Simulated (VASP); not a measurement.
# Co (P6_3/mmc) in VASP: notebook, part 2 of 2

VASP 6.6.1. The steps go on from the part before.

**4. Single point, PBE**

The input, INCAR:

```
SYSTEM = Co
ALGO = Normal
EDIFF = 1E-6
ENCUT = 520
GGA = PE
ISIF = 2
ISMEAR = -1
LASPH = .True.
LCHARG = .False.
LREAL = .False.
LWAVE = .False.
NBANDS = 16
NELM = 60
PREC = Accurate
SIGMA = 0.1
```

The input, KPOINTS:

```
k-points
0
Gamma
  2 2 2
  0 0 0
```

The input, POSCAR:

```
Co
1.0
    2.4583936733      0.0000000000      0.0000000000
   -1.2291968366      2.1290313736      0.0000000000
    0.0000000000      0.0000000000      3.9606917934
Co
2
Direct
    0.3333333333      0.6666666667      0.2500000000
    0.6666666667      0.3333333333      0.7500000000
```

Run with:

```
> cat potpaw_PBE.64/Co/POTCAR > POTCAR
> mpirun -np 1 vasp_std > vasp.out
```

It took 4.7 s on 1 thread of Intel Xeon 8259CL, shared host; peak memory 0.12 GiB.

The run converged. Its results:

```yaml
Free_energy: -11.6968 eV
Pressure: 14.1 GPa
Band_gap_on_the_k_mesh: zero (band 9 reaches 11.25 eV, above the bottom of band 10 at 10.89 eV)
```

Stress tensor (GPa, compression positive):
```
15.21  0.00  0.00
 0.00 15.21  0.00
 0.00  0.00 11.83
```

Levels at points of the mesh, in eV from the Fermi level:
```
           k point  band 5  band 6  band 7  band 8  band 9  band 10  band 11  band 12  band 13  band 14
(0.00, 0.00, 0.00)   -1.85   -1.85   -1.81   -1.11   -1.11    -0.17     0.14     0.14     7.17    21.84
(0.50, 0.00, 0.00)   -2.06   -1.86   -1.48   -0.07    0.10     0.41     1.84     3.79    10.27    10.61
(0.00, 0.00, 0.50)   -2.24   -2.24   -2.24   -2.24   -0.25    -0.25    -0.25    -0.25    15.65    15.65
(0.50, 0.00, 0.50)   -0.99   -0.99   -0.35   -0.35    0.04     0.04     1.72     1.72     7.93     7.93
```

Caveat: the k points lie up to 1.48 Å⁻¹ apart; the run has no spin polarisation, though such a crystal can be magnetic.

**5. Single point, PBE**

The input, INCAR:

```
SYSTEM = Co
ALGO     = Normal         ! electronic algorithm
EDIFF    = 1E-7           ! SCF threshold, eV
ENCUT    = 520            ! plane-wave cutoff, eV
GGA      = PE             ! functional
ISIF     = 2              ! what is computed and relaxed
ISMEAR   = -1             ! smearing method
LASPH    = .TRUE.         ! aspherical terms in the spheres
LCHARG   = .FALSE.        ! write CHGCAR
LREAL    = .FALSE.        ! projectors in reciprocal space
LWAVE    = .FALSE.        ! write WAVECAR
NBANDS   = 16             ! bands
NELM     = 80             ! most SCF steps
PREC     = Accurate       ! precision mode
SIGMA    = 0.1            ! smearing width, eV
```

The input, KPOINTS:

```
k-points
0
G
  4 4 2
  0 0 0
```

POSCAR is that of step 4.

Potentials or basis: VASP PAW PBE potentials, release 64 (Co).

Run with:

```
> cat potpaw_PBE.64/Co/POTCAR > POTCAR
> mpirun -np 1 vasp_std > vasp.out
```

OUTCAR:

```text
SYSTEM = Co
   EDIFF = 1E-7
   ENCUT = 520
   GGA = PE
   ISIF = 2
   ISMEAR = -1
   LASPH = .TRUE.
   LREAL = .FALSE.
   NELM = 80
   PREC = Accurate

 ion  position               nearest neighbor table
   1  0.333  0.667  0.250-   2 2.44   2 2.44   2 2.44   2 2.44   2 2.44   2 2.44
   2  0.667  0.333  0.750-   1 2.44   1 2.44   1 2.44   1 2.44   1 2.44   1 2.44

  LATTYP: Found a hexagonal cell.
 ALAT       =     2.4583936733
 C/A-ratio  =     1.6110893208

  Lattice vectors:

 A1 = (   2.4583936733,   0.0000000000,   0.0000000000)
 A2 = (  -1.2291968366,   2.1290313736,   0.0000000000)
 A3 = (   0.0000000000,   0.0000000000,   3.9606917934)

Analysis of symmetry for initial positions (statically):
=====================================================================
 Subroutine PRICEL returns:
 Original cell was already a primitive cell.

 Routine SETGRP: Setting up the symmetry group for a
 hexagonal supercell.

 Subroutine GETGRP returns: Found 24 space group operations
 (whereof 12 operations were pure point group operations)
 out of a pool of 24 trial point group operations.

The static configuration has the point symmetry D_3d.
 The point group associated with its full space group is D_6h.

Analysis of symmetry for dynamics (positions and initial velocities):
=====================================================================
 Subroutine PRICEL returns:
 Original cell was already a primitive cell.

 Routine SETGRP: Setting up the symmetry group for a
 hexagonal supercell.

 Subroutine GETGRP returns: Found 24 space group operations
 (whereof 12 operations were pure point group operations)
 out of a pool of 24 trial point group operations.

The dynamic configuration has the point symmetry D_3d.
 The point group associated with its full space group is D_6h.

 Subroutine INISYM returns: Found 24 space group operations
 (whereof 12 operations are pure point group operations),
 and found     1 'primitive' translations

[... 94 lines left out ...]
   IALGO  =     38    algorithm
   IMIX   =      4    mixing-type and parameters
     AMIX     =   0.40;   BMIX     =  1.00
     AMIX_MAG =   1.60;   BMIX_MAG =  1.00
  volume/ion in A,a.u.               =      10.37        69.95
  Fermi-wavevector in a.u.,A,eV,Ry     =   1.561819  2.951411 33.188418  2.439280
  Thomas-Fermi vector in A             =   2.664829
   LORBIT       =      0    0 simple, 1 ext, 2 COOP (PROOUT), +10 PAW based schemes
   GGA     = PE    functional components
   LHFCALC =     F    Hartree Fock is set to
   AEXX    =    0.0000 exact exchange contribution
   IVDW    =     0    specifies the selected vdW correction
   LEPSILON=     F    determine dielectric tensor
   LRPA    =     F    only Hartree local field effects (RPA)
 non-spin polarized calculation
  energy-cutoff  :      520.00
  volume of cell :       20.73
 maximum number of plane-waves:       573
   NGX =  9   NGY =  9   NGZ = 15

 number of electron      17.9999974 magnetization

 Free energy of the ion-electron system (eV)
  ---------------------------------------------------
  ext. energy  EPLUGINS =         0.00000000
  ---------------------------------------------------
  free energy    TOTEN  =       -13.86143918 eV

  energy without entropy =      -13.72352333  energy(sigma->0) =      -13.79248125

 E-fermi :  10.9480     XC(G=0): -13.6883

 val. band max:       10.8137516876   @ k =   0.0000   0.0000   0.0000
 cond. band min:      10.9750929518   @ k =   0.0000   0.0000   0.0000
 fundamental gap:      0.1613412642
 Fermi energy:        10.9480410073

 k-point     1 :       0.0000    0.0000    0.0000
  band No.  band energies     occupation
      1       1.7301      2.00000
      2       6.0019      2.00000
      3       8.9701      2.00000
      4       9.0117      2.00000
      5       9.0117      2.00000
      6       9.3777      2.00000
[... 129 lines left out ...]
      3       8.0537      2.00000
      4       8.0537      2.00000
      5       8.5062      2.00000
      6       8.5062      2.00000
[... 8 lines left out ...]
     15      23.1590      0.00000
     16      23.1590      0.00000

------------------------ aborting loop because EDIFF is reached ----------------------------------------

  FORCE on cell =-STRESS in cart. coord.  units (eV):
  Direction    XX          YY          ZZ          XY          YZ          ZX
  --------------------------------------------------------------------------------------
  -------------------------------------------------------------------------------------
  Total       -0.7262534     -0.7262534      0.3054398     -0.0000000      0.0000000      0.0000000
  in kB      -56.1298947    -56.1298947     23.6065003     -0.0000000      0.0000000      0.0000000
  external PRESSURE =     -29.5510964 kB  Pullay stress =       0.0000000 kB

 VOLUME and BASIS-vectors are now :
 -----------------------------------------------------------------------------
  energy-cutoff  :      520.00
  volume of cell :       20.73
      direct lattice vectors                 reciprocal lattice vectors
     2.458393673  0.000000000  0.000000000     0.406769677  0.234848582  0.000000000
    -1.229196837  2.129031374  0.000000000     0.000000000  0.469697165  0.000000000
     0.000000000  0.000000000  3.960691793     0.000000000  0.000000000  0.252481145

 POSITION                                       TOTAL-FORCE (eV/Angst)
 -----------------------------------------------------------------------------------
     -0.00000      1.41935      0.99017         0.000000     -0.000000      0.000000
      1.22920      0.70968      2.97052        -0.000000      0.000000      0.000000
 -----------------------------------------------------------------------------------
    total drift:                               -0.000000     -0.000000     -0.000000

  FREE ENERGIE OF THE ION-ELECTRON SYSTEM (eV)
  ---------------------------------------------------
  free  energy   TOTEN  =       -13.8614391758 eV

  energy  without entropy=      -13.7235233339  energy(sigma->0) =      -13.79248125
```

It took 5.6 s on 1 thread of Intel Xeon 8259CL, shared host; peak memory 0.12 GiB.

Results:

* Free energy: -13.8614 eV
* Pressure: -3.0 GPa
* Band gap on the k mesh: zero (band 9 reaches 11.25 eV, above the bottom of band 10 at 10.25 eV)

Stress tensor (GPa, compression positive):
```
-5.61  0.00  0.00
 0.00 -5.61  0.00
 0.00  0.00  2.36
```

Caveat: the k points lie up to 0.79 Å⁻¹ apart; the run has no spin polarisation, though such a crystal can be magnetic.

**6. Single point, PBE**

The input, INCAR:

```
ALGO     = Normal         # electronic algorithm
EDIFF    = 1E-6           # SCF threshold, eV
ENCUT    = 520            # plane-wave cutoff, eV
GGA      = PE             # functional
ISIF     = 2              # what is computed and relaxed
ISMEAR   = -1             # smearing method
LASPH    = True           # aspherical terms in the spheres
LCHARG   = False          # write CHGCAR
LREAL    = False          # projectors in reciprocal space
LWAVE    = False          # write WAVECAR
NBANDS   = 16             # bands
NELM     = 80             # most SCF steps
PREC     = Accurate       # precision mode
SIGMA    = 0.1            # smearing width, eV
```

The input, KPOINTS:

```
k-points
0
Gamma
  5 5 3
```

POSCAR is that of step 5.

Potentials or basis: VASP PAW PBE potentials, release 64 (Co).

Run with:

```
> cat potpaw_PBE.64/Co/POTCAR > POTCAR
> mpirun -np 1 vasp_std > vasp.out
```

Run time: 5.3 s. Hardware: 1 thread of Intel Xeon 8259CL, shared host; peak memory 0.12 GiB.

It converged, with:

```yaml
Free_energy: -13.6160 eV
Pressure: 0.3 GPa
Band_gap_on_the_k_mesh: zero (band 9 reaches 10.99 eV, above the bottom of band 10 at 9.84 eV)
```

Stress tensor (GPa, compression positive):
```
 1.29  0.00  0.00
 0.00  1.29  0.00
 0.00  0.00 -1.69
```

Levels at points of the mesh, in eV from the Fermi level:
```tsv
k point	band 5	band 6	band 7	band 8	band 9	band 10	band 11	band 12	band 13	band 14
(0.00, 0.00, 0.00)	-1.89	-1.55	-1.55	-1.14	-1.14	0.03	0.10	0.10	7.32	22.29
```

Caveat: the k points lie up to 0.59 Å⁻¹ apart; the run has no spin polarisation, though such a crystal can be magnetic. Spin polarisation is off, so any magnetic state and its effect on volume and gap are missing.

**7. Overview**

| k mesh | cutoff (eV) | smearing | gap on the mesh (eV) | pressure (GPa) |
| --- | --- | --- | --- | --- |
| 15 × 15 × 8 | 600 | methfessel-paxton 0.6 eV | none | -0.5 |
| 15 × 15 × 8 | 600 | methfessel-paxton 1 eV | none | -0.2 |
| 2 × 2 × 2 | 520 | fermi-dirac 0.1 eV | none | 14.1 |
| 4 × 4 × 2 | 520 | fermi-dirac 0.1 eV | none | -3.0 |
| 5 × 5 × 3 | 520 | fermi-dirac 0.1 eV | none | 0.3 |

Alike in all rows: task single point; level PBE; potentials or basis VASP PAW PBE potentials, release 64 (Co); no spin polarisation; cell as given.

Caveats: some runs use coarse meshes; the run has no spin polarisation, though such a crystal can be magnetic.

Total energies depend on the potentials used, so only differences within one code and one set of settings carry meaning.
